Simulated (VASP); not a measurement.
# Te4O (P-43m) in VASP: further runs, part 2 of 2

VASP 6.6.1. The steps go on from the part before.

**3. Relaxation of cell and atoms, PBE**

Input file INCAR:

```
  PREC = Accurate
  ENCUT = 600
  EDIFF = 1E-6
  ISMEAR = 0
  SIGMA = 0.1
  LREAL = F
  LASPH = T
  NELM = 100
  ALGO = Normal
  ISIF = 3
  LWAVE = F
  LCHARG = F
  GGA = PE
  IBRION = 2
  NSW = 100
  EDIFFG = -0.01
```

Input file KPOINTS:

```
regular mesh
0
Gamma
  8 8 8
```

Input file POSCAR:

```
Te4O
1.0
    4.9840448735      0.0000000000      0.0000000000
    0.0000000000      4.9840448735      0.0000000000
    0.0000000000      0.0000000000      4.9840448735
Te O
4 1
Direct
    0.2768856727      0.2768856727      0.2768856727
    0.7231143273      0.7231143273      0.2768856727
    0.2768856727      0.7231143273      0.7231143273
    0.7231143273      0.2768856727      0.7231143273
    0.0000000000      0.0000000000      0.0000000000
```

Potentials or basis: VASP PAW PBE potentials, release 64 (Te, O).

On the command line:

```bash
> cat potpaw_PBE.64/Te/POTCAR potpaw_PBE.64/O/POTCAR > POTCAR
> mpirun -np 1 vasp_std > vasp.out
```

OUTCAR:

```text
PREC = Accurate
   ENCUT = 600
   EDIFF = 1E-6
   ISMEAR = 0
   LREAL = F
   LASPH = T
   NELM = 100
   ISIF = 3
   GGA = PE
   IBRION = 2
   NSW = 100
   EDIFFG = -0.01

 ion  position               nearest neighbor table
   1  0.277  0.277  0.277-   5 2.39   3 3.15   4 3.15   2 3.15   3 3.54   4 3.54   2 3.54   3 3.54
                             2 3.54   4 3.54
   2  0.723  0.723  0.277-   5 2.39   3 3.15   4 3.15   1 3.15   1 3.54   3 3.54   1 3.54   4 3.54
                             3 3.54   4 3.54
   3  0.277  0.723  0.723-   5 2.39   2 3.15   4 3.15   1 3.15   1 3.54   4 3.54   1 3.54   2 3.54
                             2 3.54   4 3.54
   4  0.723  0.277  0.723-   5 2.39   2 3.15   3 3.15   1 3.15   1 3.54   3 3.54   1 3.54   2 3.54
                             2 3.54   3 3.54
   5  0.000  0.000  0.000-   1 2.39   2 2.39   3 2.39   4 2.39

  LATTYP: Found a simple cubic cell.
 ALAT       =     4.9840448735

  Lattice vectors:

 A1 = (   4.9840448735,   0.0000000000,   0.0000000000)
 A2 = (   0.0000000000,   4.9840448735,   0.0000000000)
 A3 = (   0.0000000000,   0.0000000000,   4.9840448735)

Analysis of symmetry for initial positions (statically):
=====================================================================
 Subroutine PRICEL returns:
 Original cell was already a primitive cell.

 Routine SETGRP: Setting up the symmetry group for a
 simple cubic supercell.

 Subroutine GETGRP returns: Found 24 space group operations
 (whereof 24 operations were pure point group operations)
 out of a pool of 48 trial point group operations.

The static configuration has the point symmetry T_d .

Analysis of symmetry for dynamics (positions and initial velocities):
=====================================================================
 Subroutine PRICEL returns:
 Original cell was already a primitive cell.

 Routine SETGRP: Setting up the symmetry group for a
 simple cubic supercell.

 Subroutine GETGRP returns: Found 24 space group operations
 (whereof 24 operations were pure point group operations)
 out of a pool of 48 trial point group operations.

The dynamic configuration has the point symmetry T_d .

 Subroutine INISYM returns: Found 24 space group operations
 (whereof 24 operations are pure point group operations),
 and found     1 'primitive' translations

----------------------------------------------------------------------------------------

                                     Primitive cell

  volume of cell :     123.8072

  direct lattice vectors                    reciprocal lattice vectors
     4.984044874  0.000000000  0.000000000     0.200640248  0.000000000  0.000000000
     0.000000000  4.984044874  0.000000000     0.000000000  0.200640248  0.000000000
     0.000000000  0.000000000  4.984044874     0.000000000  0.000000000  0.200640248

  length of vectors
     4.984044874  4.984044874  4.984044874     0.200640248  0.200640248  0.200640248

  position of ions in fractional coordinates (direct lattice)
     0.276885673  0.276885673  0.276885673
     0.723114327  0.723114327  0.276885673
     0.276885673  0.723114327  0.723114327
     0.723114327  0.276885673  0.723114327
     0.000000000  0.000000000  0.000000000

[... 38 lines left out ...]
  0.250000  0.000000  0.000000      6.000000
  0.375000  0.000000  0.000000      6.000000
  0.500000  0.000000  0.000000      3.000000
  0.125000  0.125000  0.000000     12.000000
[... 16 lines left out ...]
  0.375000  0.375000  0.125000     24.000000
  0.500000  0.375000  0.125000     24.000000
 [... further k-points ...]
   k-points           NKPTS =     35   k-points in BZ     NKDIM =     35   number of bands    NBANDS=     19
   number of dos      NEDOS =    301   number of ions     NIONS =      5
   total plane-waves  NPLWV =  64000
   dimension x,y,z NGX =    40 NGY =   40 NGZ =   40
   dimension x,y,z NGXF=    80 NGYF=   80 NGZF=   80
   ions per type =               4   1
   NGX,Y,Z   is equivalent  to a cutoff of  13.34, 13.34, 13.34 a.u.
   NGXF,Y,Z  is equivalent  to a cutoff of  26.68, 26.68, 26.68 a.u.
 SYSTEM =  unknown system
   PREC   = accura    normal or accurate (medium, high low for compatibility)
   ISTART =      0    job   : 0-new  1-cont  2-samecut
   ICHARG =      2    charge: 1-file 2-atom 10-const
   ISPIN  =      1    spin polarized calculation?
   LNONCOLLINEAR =      F non collinear calculations
   LSORBIT =      F    spin-orbit coupling
   LASPH  =      T    aspherical Exc in radial PAW
   ENCUT  =  600.0 eV  44.10 Ry    6.64 a.u.   9.95  9.95  9.95*2*pi/ulx,y,z
   NELM   =    100;   NELMIN=  2; NELMDL= -5     # of ELM steps
   EDIFF  = 0.1E-05   stopping-criterion for ELM
   LREAL  =      F    real-space projection
   EDIFFG = -.1E-01   stopping-criterion for IOM
   NSW    =    100    number of steps for IOM
   IBRION =      2    ionic relax: 0-MD 1-quasi-New 2-CG
   NFREE  =      1    steps in history (QN), initial steepest desc. (CG)
   ISIF   =      3    stress and relaxation
   ISYM   =      2    0-nonsym 1-usesym 2-fastsym
   POTIM  = 0.5000    time-step for ionic-motion
   TEBEG  =    0.0;   TEEND  =   0.0 temperature during run
   PSTRESS=    0.0 pullay stress
   NELECT =      30.0000    total number of electrons
   NUPDOWN=      -1.0000    fix difference up-down
   EMIN   =  10.00;   EMAX   =-10.00  energy-range for DOS
   EFERMI =   0.00;   METHOD = LEGACY
   ISMEAR =     0;   SIGMA  =   0.10  broadening in eV -4-tet -1-fermi 0-gaus
   EFERMI_NEDOS =   21; number of points for ismear=-14 and -15
   IALGO  =     38    algorithm
   IMIX   =      4    mixing-type and parameters
     AMIX     =   0.40;   BMIX     =  1.00
     AMIX_MAG =   1.60;   BMIX_MAG =  1.00
  volume/ion in A,a.u.               =      24.76       167.10
  Fermi-wavevector in a.u.,A,eV,Ry     =   1.020626  1.928704 14.172883  1.041677
  Thomas-Fermi vector in A             =   2.154206
   LORBIT       =      0    0 simple, 1 ext, 2 COOP (PROOUT), +10 PAW based schemes
   GGA     = PE    functional components
   LHFCALC =     F    Hartree Fock is set to
   AEXX    =    0.0000 exact exchange contribution
   IVDW    =     0    specifies the selected vdW correction
   LEPSILON=     F    determine dielectric tensor
   LRPA    =     F    only Hartree local field effects (RPA)
 conjugate gradient relaxation of ions
 non-spin polarized calculation
 Gauss-broadening in eV      SIGMA  =   0.10
  energy-cutoff  :      600.00
  volume of cell :      123.81
 maximum number of plane-waves:      4224
 NGX is ok and might be reduce to    40
   NGX = 19   NGY = 19   NGZ = 19

--------------------------------------- Ionic step        1  -------------------------------------------

 number of electron      29.9999997 magnetization

 Free energy of the ion-electron system (eV)
  ---------------------------------------------------
  ext. energy  EPLUGINS =         0.00000000
  ---------------------------------------------------
  free energy    TOTEN  =       -16.87716205 eV

  energy without entropy =      -16.85706840  energy(sigma->0) =      -16.86711522

------------------------ aborting loop because EDIFF is reached ----------------------------------------

  FORCE on cell =-STRESS in cart. coord.  units (eV):
  Direction    XX          YY          ZZ          XY          YZ          ZX
  --------------------------------------------------------------------------------------
  -------------------------------------------------------------------------------------
  Total       -0.2485018     -0.2485018     -0.2485018      0.0000000     -0.0000000      0.0000000
  in kB       -3.2158393     -3.2158393     -3.2158393      0.0000000     -0.0000000      0.0000000
  external PRESSURE =      -3.2158393 kB  Pullay stress =       0.0000000 kB
[... 182 lines left out ...]
--------------------------------------- Ionic step        6  -------------------------------------------

 number of electron      29.9999994 magnetization

 Free energy of the ion-electron system (eV)
  ---------------------------------------------------
  ext. energy  EPLUGINS =         0.00000000
  ---------------------------------------------------
  free energy    TOTEN  =       -16.88617675 eV

  energy without entropy =      -16.86593566  energy(sigma->0) =      -16.87605620

 E-fermi :   7.4408     XC(G=0): -10.0472

 val. band max:        7.4288732047   @ k =   0.2500   0.1250   0.0000
 cond. band min:       7.4888778471   @ k =   0.5000   0.0000   0.0000
 fundamental gap:      0.0600046424
 Fermi energy:         7.4408340738

 k-point     1 :       0.0000    0.0000    0.0000
  band No.  band energies     occupation
      1     -11.2250      2.00000
      2      -5.8858      2.00000
      3      -2.9071      2.00000
      4      -2.9071      2.00000
      5      -2.9071      2.00000
      6       2.4249      2.00000
[... 505 lines left out ...]
      6       1.5549      2.00000
[... 11 lines left out ...]
     18       9.0287      0.00000
     19       9.7314      0.00000

 [... further k-points ...]
[... 5 lines left out ...]
  --------------------------------------------------------------------------------------
  -------------------------------------------------------------------------------------
  Total        0.0186788      0.0186788      0.0186788     -0.0000000      0.0000000      0.0000000
  in kB        0.2431277      0.2431277      0.2431277     -0.0000000      0.0000000      0.0000000
  external PRESSURE =       0.2431277 kB  Pullay stress =       0.0000000 kB
[... 20 lines left out ...]
  FREE ENERGIE OF THE ION-ELECTRON SYSTEM (eV)
  ---------------------------------------------------
  free  energy   TOTEN  =       -16.8861767469 eV

  energy  without entropy=      -16.8659356565  energy(sigma->0) =      -16.87605620

 reached required accuracy - stopping structural energy minimisation
```

OSZICAR:

```text
N       E                     dE             d eps       ncg     rms          rms(c)
DAV:   1     0.163475338475E+03    0.16348E+03   -0.12895E+04  1330   0.149E+03
DAV:   2    -0.520213049560E+01   -0.16868E+03   -0.16418E+03  1818   0.212E+02
DAV:   3    -0.183142284249E+02   -0.13112E+02   -0.12713E+02  1536   0.666E+01
[... 55 lines left out ...]
DAV:   2    -0.168862306305E+02    0.73072E-04   -0.59248E-04  1470   0.190E-01    0.391E-02
DAV:   3    -0.168861915825E+02    0.39048E-04   -0.10025E-04  1766   0.816E-02    0.401E-02
DAV:   4    -0.168861793087E+02    0.12274E-04   -0.36380E-05  1360   0.376E-02    0.138E-02
DAV:   5    -0.168861766305E+02    0.26782E-05   -0.96044E-06  1418   0.178E-02    0.222E-02
DAV:   6    -0.168861767469E+02   -0.11640E-06   -0.13452E-06   758   0.862E-03
   6 F= -.16886177E+02 E0= -.16876056E+02  d E =-.161211E-02
```

Wall time 3.2 min (1 thread of AMD EPYC 9R45 (Zen 5), shared host); peak memory 0.28 GiB.

What came out:

```
Free energy                            : -16.8862 eV
Relaxed volume                         : 24.62 Å³/atom
Relaxed cell                           : a = 4.974 Å, b = 4.974 Å, c = 4.974 Å, α = 90.00°, β = 90.00°, γ = 90.00°
Space group after relaxing (to 0.05 Å) : P-43m (No. 215)
Energy gained by relaxing              : 1.8 meV/atom
Ionic steps                            : 6
Pressure after relaxing                : 0.0 GPa
Largest force after relaxing           : 0.005 eV/Å
Band gap on the k mesh                 : zero (band 15 reaches 8.90 eV, above the bottom of band 16 at 6.77 eV)
```

Forces in eV/Å, atoms in the order of the input:
```
Te   0.003  0.003  0.003
Te  -0.003 -0.003  0.003
Te   0.003 -0.003 -0.003
Te  -0.003  0.003 -0.003
O    0.000  0.000  0.000
```

Step by step:
```tsv
step	energy change (eV)	largest force (eV/Å)	pressure (GPa)	volume (Å³)
1	0.0000	0.1973	-0.32	123.81
2	-0.0063	0.1147	0.11	122.92
3	-0.0065	0.0080	0.63	121.92
4	-0.0074	0.0574	0.42	122.37
5	-0.0089	0.0195	-0.05	123.26
6	-0.0090	0.0048	0.02	123.09
```

Final structure:
```
Te O
1.0
     4.97441    0.00000    0.00000
     0.00000    4.97441    0.00000
     0.00000    0.00000    4.97441
Te O
4 1
Direct
  0.27440 0.27440 0.27440
  0.72560 0.72560 0.27440
  0.27440 0.72560 0.72560
  0.72560 0.27440 0.72560
  0.00000 0.00000 0.00000
```

Caveat: spin-orbit coupling is left out, which moves the levels of the heavy elements.

**4. Single point, PBE**

Input file INCAR:

```
ALGO = Normal
EDIFF = 1E-6
ENCUT = 520
GGA = PE
ISIF = 2
ISMEAR = 0
LASPH = T
LCHARG = F
LREAL = F
LWAVE = F
NBANDS = 23
NELM = 100
PREC = Accurate
SIGMA = 0.1
```

Input file KPOINTS:

```
k-points
0
Gamma
  4 4 4
```

POSCAR is that of step 3.

On the command line:

```bash
> cat potpaw_PBE.64/Te/POTCAR potpaw_PBE.64/O/POTCAR > POTCAR
> mpirun -np 1 vasp_std > vasp.out
```

It took 21 s on 1 thread of AMD EPYC 9R45 (Zen 5), shared host; peak memory 0.21 GiB.

It converged, with:

* Free energy: -16.9661 eV
* Pressure: -0.5 GPa
* Largest force: 0.055 eV/Å
* Band gap on the k mesh: zero (band 15 reaches 8.82 eV, above the bottom of band 16 at 6.67 eV)

Forces on the atoms (eV/Å):
```
Te  -0.032 -0.032 -0.032
Te   0.032  0.032 -0.032
Te  -0.032  0.032  0.032
Te   0.032 -0.032  0.032
O    0.000  0.000  0.000
```

Levels at points of the mesh, in eV from the Fermi level:
```tsv
k point	band 11	band 12	band 13	band 14	band 15	band 16	band 17	band 18	band 19	band 20
(0.00, 0.00, 0.00)	-4.20	-0.82	-0.82	-0.82	0.03	0.03	0.03	2.64	2.64	2.64
(0.50, 0.00, 0.00)	-2.53	-2.12	-1.66	-1.66	-0.94	-0.03	-0.03	-0.03	3.19	3.19
(0.50, 0.50, 0.00)	-3.75	-3.36	-0.79	-0.79	-0.15	0.28	1.00	1.67	2.34	2.34
(0.50, 0.50, 0.50)	-2.67	-2.67	0.69	0.69	1.36	1.36	1.36	2.18	2.18	2.18
```

Caveat: spin-orbit coupling is left out, which moves the levels of the heavy elements.

**5. Relaxation of cell and atoms, PBE**

This run uses another cell than the first one, of 32.16 Å³/atom, 1.301 times its volume.

Input file INCAR:

```
SYSTEM = Te4O
PREC = Accurate ; ENCUT = 600
EDIFF = 1E-6 ; ISMEAR = 0
SIGMA = 0.1 ; LREAL = .FALSE.
LASPH = .TRUE. ; NELM = 100
ALGO = Normal ; ISIF = 3
LWAVE = .FALSE. ; LCHARG = .FALSE.
GGA = PE ; IBRION = 2
NSW = 90 ; EDIFFG = -0.04
```

Input file KPOINTS:

```
regular mesh
0
G
  4 4 4
  0 0 0
```

Input file POSCAR:

```
Te4O
1.0
    5.4381208000      0.0000000000      0.0000000000
    0.0000000000      5.4381208000      0.0000000000
    0.0000000000      0.0000000000      5.4381208000
Te O
4 1
Direct
    0.2500000000      0.2500000000      0.2500000000
    0.7500000000      0.7500000000      0.2500000000
    0.2500000000      0.7500000000      0.7500000000
    0.7500000000      0.2500000000      0.7500000000
    0.0000000000      0.0000000000      0.0000000000
```

On the command line:

```bash
> cat potpaw_PBE.64/Te/POTCAR potpaw_PBE.64/O/POTCAR > POTCAR
> mpirun -np 1 vasp_std > vasp.out
```

Run time: 4 min. Hardware: 1 thread of AMD EPYC 9R45 (Zen 5), shared host; peak memory 0.32 GiB.

Results (log left out):

```yaml
Free_energy: -16.9803 eV
Relaxed_volume: 24.65 Å³/atom
Relaxed_cell: a = 4.977 Å, b = 4.977 Å, c = 4.977 Å, α = 90.00°, β = 90.00°, γ = 90.00°
Space_group_after_relaxing_to_0.05_Å: P-43m (No. 215)
Energy_gained_by_relaxing: 351.3 meV/atom
Ionic_steps: 10
Pressure_after_relaxing: -0.2 GPa
Band_gap_on_the_k_mesh: zero (band 15 reaches 8.88 eV, above the bottom of band 16 at 6.73 eV)
```

Step by step:
```tsv
step	energy change (eV)	largest force (eV/Å)	pressure (GPa)	volume (Å³)
1	0.0000	0.6340	-6.43	160.82
2	-0.8789	1.8493	-0.70	132.60
3	-0.9173	2.1600	1.66	126.65
4	-1.4668	1.3091	4.35	116.87
5	-1.5084	0.6626	6.88	112.60
6	-1.7440	0.2393	-0.36	123.84
7	-1.7511	0.1496	0.55	121.93
8	-1.7511	0.1589	0.47	122.12
9	-1.7559	0.0660	0.00	122.89
10	-1.7563	0.0220	-0.22	123.27
```

Final structure:
```
Te O
1.0
     4.97686    0.00000    0.00000
     0.00000    4.97686    0.00000
     0.00000    0.00000    4.97686
Te O
4 1
Direct
  0.27644 0.27644 0.27644
  0.72356 0.72356 0.27644
  0.27644 0.72356 0.72356
  0.72356 0.27644 0.72356
  0.00000 0.00000 0.00000
```

Levels at points of the mesh, in eV from the Fermi level:
```tsv
k point	band 13	band 14	band 15	band 16	band 17	band 18
(0.00, 0.00, 0.00)	-0.83	-0.83	0.05	0.05	0.05	2.65
(0.50, 0.00, 0.00)	-1.66	-1.66	-0.94	-0.04	-0.04	-0.03
(0.50, 0.50, 0.00)	-0.81	-0.81	-0.14	0.30	0.98	1.67
(0.50, 0.50, 0.50)	0.71	0.71	1.36	1.36	1.36	2.20
```

Caveat: the volume moved by over 15 % at a fixed basis, so the end points are rough; spin-orbit coupling is left out, which moves the levels of the heavy elements.

**6. The runs side by side**

| task | cell | k mesh | cutoff (eV) | gap on the mesh (eV) | pressure (GPa) | relaxed volume (Å³/atom) | largest force (eV/Å) |
| --- | --- | --- | --- | --- | --- | --- | --- |
| single point | a = 4.982 Å, 5 atoms | 8 × 8 × 8 | 520 | none | -0.2 | - | 0.02 |
| relaxation of cell and atoms | relaxed from a = 4.984 Å, 5 atoms | 8 × 8 × 8 | 600 | none | 0.0 | 24.62 | - |
| single point | a = 4.984 Å, 5 atoms | 4 × 4 × 4 | 520 | none | -0.5 | - | 0.06 |
| relaxation of cell and atoms | relaxed from a = 5.438 Å, 5 atoms | 4 × 4 × 4 | 600 | none | -0.2 | 24.65 | - |

Alike in all rows: level PBE; potentials or basis VASP PAW PBE potentials, release 64 (Te, O); no spin polarisation; smearing gaussian 0.1 eV.

Caveats: spin-orbit coupling is left out, which moves the levels of the heavy elements; the volume moved by over 15 % at a fixed basis, so the end points are rough (some runs).

Total energies depend on the potentials used, so only differences within one code and one set of settings carry meaning.
